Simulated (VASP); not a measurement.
# Ru5C in VASP: further runs, part 3 of 3

VASP 6.6.1. The steps go on from the part before.

## (7) Relaxation of the atoms, PBE

Contents of INCAR:

```
SYSTEM = Ru5C
ALGO     = Fast           ! electronic algorithm
DIPOL    = 0.5 0.5 0.390
EDIFF    = 1E-6           ! SCF threshold, eV
EDIFFG   = -0.025         ! ionic threshold
ENCUT    = 520            ! plane-wave cutoff, eV
GGA      = PE             ! functional
IBRION   = 2              ! ionic algorithm
IDIPOL   = 3            
ISIF     = 2              ! what is computed and relaxed
ISMEAR   = 0              ! smearing method
LASPH    = .True.         ! aspherical terms in the spheres
LCHARG   = .False.        ! write CHGCAR
LDIPOL   = .True.       
LREAL    = .False.        ! projectors in reciprocal space
LWAVE    = .False.        ! write WAVECAR
NELM     = 100            ! most SCF steps
NSW      = 36             ! ionic steps
PREC     = Accurate       ! precision mode
SIGMA    = 0.1            ! smearing width, eV
```

Contents of KPOINTS:

```
k-points
0
Gamma
  12 12 1
  0 0 0
```

Contents of POSCAR:

```
Ru5C
1.0
    2.7197977465      0.0000000000      0.0000000000
   -1.3598988732      2.3554139416      0.0000000000
    0.0000000000      0.0000000000     24.0359895925
Ru C
5 1
Selective dynamics
Direct
    0.6666666667      0.3333333333      0.1664171132  F F F
    0.3333333333      0.6666666667      0.2557968275  F F F
    0.6666666667      0.3333333333      0.3452060919  F F F
    0.3333333333      0.6666666667      0.4352311869  F F F
    0.6666666667      0.3333333333      0.5215507997  F F F
    0.6666666667      0.3333333333      0.6139122975  F F T
```

Potentials or basis: VASP PAW PBE potentials, release 64 (Ru_pv, C).

Started as:

```bash
$ cat potpaw_PBE.64/Ru_pv/POTCAR potpaw_PBE.64/C/POTCAR > POTCAR
$ mpirun -np 1 vasp_std > vasp.out
```

OUTCAR:

```text
SYSTEM = Ru5C
   EDIFF = 1E-6
   EDIFFG = -0.025
   ENCUT = 520
   GGA = PE
   IBRION = 2
   ISIF = 2
   ISMEAR = 0
   LASPH = .True.
   LREAL = .False.
   NELM = 100
   NSW = 36
   PREC = Accurate

 ion  position               nearest neighbor table
   1  0.667  0.333  0.166-   2 2.66   2 2.66   2 2.66
   2  0.333  0.667  0.256-   1 2.66   1 2.66   1 2.66   3 2.66   3 2.66   3 2.66
   3  0.667  0.333  0.345-   2 2.66   2 2.66   2 2.66   4 2.67   4 2.67   4 2.67
   4  0.333  0.667  0.435-   5 2.60   5 2.60   5 2.60   3 2.67   3 2.67   3 2.67
   5  0.667  0.333  0.522-   6 2.22   4 2.60   4 2.60   4 2.60
   6  0.667  0.333  0.614-   5 2.22

  LATTYP: Found a hexagonal cell.
 ALAT       =     2.7197977465
 C/A-ratio  =     8.8374180115

[... 488 lines left out ...]
  free energy    TOTEN  =       -49.88619981 eV

  energy without entropy =      -49.86043841  energy(sigma->0) =      -49.87331911

 E-fermi :   2.8765     XC(G=0):  -7.6674

 val. band max:        2.8569607984   @ k =   0.2500   0.0833   0.0000
 cond. band min:       2.9459983464   @ k =   0.4167   0.0833   0.0000
 fundamental gap:      0.0890375480
 Fermi energy:         2.8764850883

 k-point     1 :       0.0000    0.0000    0.0000
  band No.  band energies     occupation
      1     -40.7061      2.00000
      2     -40.5373      2.00000
      3     -40.1588      2.00000
      4     -39.9112      2.00000
      5     -39.9112      2.00000
      6     -39.7876      2.00000
[... 882 lines left out ...]
     43       4.8338      0.00000
     44       7.8252      0.00000

------------------------ aborting loop because EDIFF is reached ----------------------------------------

 vacuum level on the upper side and lower side of the slab       (xc-potential included)         0.934        -0.967

  FORCE on cell =-STRESS in cart. coord.  units (eV):
  Direction    XX          YY          ZZ          XY          YZ          ZX
  --------------------------------------------------------------------------------------
  -------------------------------------------------------------------------------------
  Total        1.1299645      1.1299645      1.7415295      0.0000000     -0.0000000      0.0000000
  in kB       11.7573521     11.7573521     18.1207249      0.0000000     -0.0000000      0.0000000
  external PRESSURE =      13.8784763 kB  Pullay stress =       0.0000000 kB
[... 21 lines left out ...]
  FREE ENERGIE OF THE ION-ELECTRON SYSTEM (eV)
  ---------------------------------------------------
  free  energy   TOTEN  =       -49.8861998101 eV

  energy  without entropy=      -49.8604384091  energy(sigma->0) =      -49.87331911

 reached required accuracy - stopping structural energy minimisation

 vacuum level on the upper side and lower side of the slab         9.874         7.926
```

OSZICAR:

```text
N       E                     dE             d eps       ncg     rms          rms(c)
DAV:   1     0.811968338085E+03    0.81197E+03   -0.46209E+04  2016   0.165E+03
DAV:   2    -0.205470220708E+02   -0.83252E+03   -0.81287E+03  1812   0.493E+02
DAV:   3    -0.513225648707E+02   -0.30776E+02   -0.29303E+02  2240   0.865E+01
DAV:   4    -0.525158177803E+02   -0.11933E+01   -0.11727E+01  2072   0.140E+01
[... 145 lines left out ...]
RMM:   6    -0.498862311896E+02    0.22167E-03   -0.16568E-04  1752   0.533E-02    0.483E-02
RMM:   7    -0.498862354882E+02   -0.42986E-05   -0.26187E-04  1973   0.609E-02    0.491E-02
RMM:   8    -0.498862041902E+02    0.31298E-04   -0.53583E-05  1696   0.345E-02    0.180E-02
RMM:   9    -0.498862000330E+02    0.41572E-05   -0.10594E-05  1419   0.131E-02    0.644E-03
RMM:  10    -0.498861998101E+02    0.22287E-06   -0.62559E-06  1214   0.630E-03
   8 F= -.49886200E+02 E0= -.49873319E+02  d E =-.478624E-03
```

CONTCAR:

```text
Ru5C
   1.00000000000000
     2.7197977464999998    0.0000000000000000    0.0000000000000000
    -1.3598988731999999    2.3554139416000002    0.0000000000000000
     0.0000000000000000    0.0000000000000000   24.0359895924999982
  Ru              C
     5     1
Selective dynamics
Direct
     0.6666666667000030    0.3333333332999970    0.1664171131999979   F   F   F
     0.3333333332999970    0.6666666667000030    0.2557968274999993   F   F   F
     0.6666666667000030    0.3333333332999970    0.3452060919000033   F   F   F
     0.3333333332999970    0.6666666667000030    0.4352311868999976   F   F   F
     0.6666666667000030    0.3333333332999970    0.5215507997000017   F   F   F
     0.6666666667000030    0.3333333332999970    0.5941555220523379   F   F   T

  0.00000000E+00  0.00000000E+00  0.00000000E+00
  0.00000000E+00  0.00000000E+00  0.00000000E+00
  0.00000000E+00  0.00000000E+00  0.00000000E+00
  0.00000000E+00  0.00000000E+00  0.00000000E+00
  0.00000000E+00  0.00000000E+00  0.00000000E+00
  0.00000000E+00  0.00000000E+00  0.00000000E+00
```

Wall time 33 min (1 thread of Oxide Virtual Turin-like, shared host); peak memory 0.29 GiB.

What came out:

* Free energy: -49.8862 eV
* Energy gained by relaxing: 170.1 meV/atom
* Ionic steps: 8
* Band gap on the k mesh: zero (bands 37 and 38 overlap by 2.45 eV)

Step by step:
```
step  energy change (eV)  largest force on free atoms (eV/Å)  pressure (GPa)
   1              0.0000                              2.3562           -4.84
   2             -0.2791                              2.5632           -3.99
   3             -1.0161                              0.4418            0.92
   4             -0.9871                              1.3922            2.71
   5             -1.0205                              0.0695            1.32
   6             -1.0202                              0.1504            1.54
   7             -1.0203                              0.1263            1.26
   8             -1.0206                              0.0006            1.39
```

Final structure:
```xyz
6
Lattice="2.7198 0.0000 0.0000 -1.3599 2.3554 0.0000 0.0000 0.0000 24.0360" Properties=species:S:1:pos:R:3 pbc="T T T"
Ru    1.3599    0.7851    4.0000
Ru    0.0000    1.5703    6.1483
Ru    1.3599    0.7851    8.2974
Ru    0.0000    1.5703   10.4612
Ru    1.3599    0.7851   12.5360
C     1.3599    0.7851   14.2811
```

Levels at points of the mesh, in eV from the Fermi level:
| k point | band 32 | band 33 | band 34 | band 35 | band 36 | band 37 | band 38 | band 39 | band 40 | band 41 |
| --- | --- | --- | --- | --- | --- | --- | --- | --- | --- | --- |
| (0.00, 0.00, 0.00) | -2.22 | -1.86 | -1.86 | -1.33 | -1.16 | -1.16 | -0.56 | -0.56 | 0.27 | 0.27 |
| (0.50, 0.00, 0.00) | -1.12 | -0.23 | 0.14 | 0.36 | 1.23 | 1.40 | 1.48 | 1.57 | 1.67 | 1.81 |

## (8) The runs side by side

| task | cell | atoms held fixed (from 0) | gap on the mesh (eV) | largest force (eV/Å) |
| --- | --- | --- | --- | --- |
| single point | a = 2.720, b = 2.720, c = 24.036 Å, angles 90.0, 90.0, 120.0°, 6 atoms, atomic positions A | - | none | 2.14 |
| single point | a = 2.720, b = 2.720, c = 24.036 Å, angles 90.0, 90.0, 120.0°, 6 atoms, atomic positions B | - | none | 2.97 |
| single point | a = 2.720, b = 2.720, c = 24.036 Å, angles 90.0, 90.0, 120.0°, 6 atoms, atomic positions C | - | none | 1.82 |
| relaxation of the atoms | atoms relaxed from a = 2.720, b = 2.720, c = 24.036 Å, angles 90.0, 90.0, 120.0°, 6 atoms, atomic positions D | [0, 1, 2, 3, 4, 5] | none | - |
| relaxation of the atoms | atoms relaxed from a = 2.720, b = 2.720, c = 24.036 Å, angles 90.0, 90.0, 120.0°, 6 atoms, atomic positions E | [0, 1, 2, 3, 4, 5] | none | - |

Alike in all rows: level PBE; potentials or basis VASP PAW PBE potentials, release 64 (Ru_pv, C); no spin polarisation; k mesh 12 × 12 × 1; cutoff (eV) 520; smearing gaussian 0.1 eV.

Total energies depend on the potentials used, so only differences within one code and one set of settings carry meaning.
